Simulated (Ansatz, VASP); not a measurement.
Two plane-wave programs on AlNi3

INCAR

```
PREC     = Accurate       # precision mode
ENCUT    = 520            # plane-wave cutoff, eV
EDIFF    = 1E-6           # SCF threshold, eV
ISMEAR   = 0              # smearing method
SIGMA    = 0.15           # smearing width, eV
LREAL    = F              # projectors in reciprocal space
LASPH    = T              # aspherical terms in the spheres
NELM     = 80             # most SCF steps
ALGO     = Normal         # electronic algorithm
ISIF     = 2              # what is computed and relaxed
LWAVE    = F              # write WAVECAR
LCHARG   = F              # write CHGCAR
GGA      = PS             # functional
NBANDS   = 24             # bands
```

Contents of KPOINTS:

```
regular mesh
0
Gamma
  14 14 14
```

File POSCAR:

```
AlNi3
1.0
    0.0000000000      2.5745352306      2.5745352306
    2.5745352306      0.0000000000      2.5745352306
    2.5745352306      2.5745352306      0.0000000000
Al Ni
1 3
Direct
    0.5000000000      0.5000000000      0.5000000000
    0.2500000000      0.2500000000      0.2500000000
    0.0000000000      0.0000000000      0.0000000000
    0.7500000000      0.7500000000      0.7500000000
```

Input for Ansatz:

```yaml
crystal:
  lattice:
    - [0.0, 2.5745352306, 2.5745352306]
    - [2.5745352306, 0.0, 2.5745352306]
    - [2.5745352306, 2.5745352306, 0.0]
  atoms:
    - { symbol: Al, position: [0.5, 0.5, 0.5] }
    - { symbol: Ni, position: [0.25, 0.25, 0.25] }
    - { symbol: Ni, position: [0.0, 0.0, 0.0] }
    - { symbol: Ni, position: [0.75, 0.75, 0.75] }
basis:
  ecutwfc: 420
kpoints:
  mp_grid: { grid: [14, 14, 14] }
hamiltonian:
  xc: pbesol
scf:
  occupations: { method: gaussian, width: 0.15 }
output:
  forces: true
  stress: true
  eigenvalues: true
```

Change from the starting cell: strain -0.080 along x and y, -0.080 along z, atoms carried along.

Alike in both runs: task single point; functional PBEsol; k mesh 14 × 14 × 14; occupations gaussian, width 0.15 eV; no spin polarisation.

|  | VASP | Ansatz |
| --- | --- | --- |
| version | VASP 6.6.1 | Ansatz 0.2.0 |
| potentials or method | VASP PAW PBE potentials, release 64 (Al, Ni), cutoff 520 eV | scalar-relativistic, plane waves, PAW |
| valence electrons in the cell | 33 | 57 |

|  | VASP | Ansatz | Ansatz less VASP |
| --- | --- | --- | --- |
| gap on the k mesh at the Fermi level (eV) | none | none | - |
| pressure (GPa) | 88.3 | 88.4 | +0.10 |

VASP's potentials were made for PBE, not for PBEsol. A gap of «none» marks a metal or a gap that the smearing closes. Both programs put the cell under a high pressure, so it lies far from rest at this level. With one functional, cell and mesh, what is left measures potentials, basis and numerics. VASP's potentials hold 33 valence electrons a cell and Ansatz's 57, so a difference there can come from the potentials and not from the codes.

Noted on VASP's run: the cell as given lies far from equilibrium.
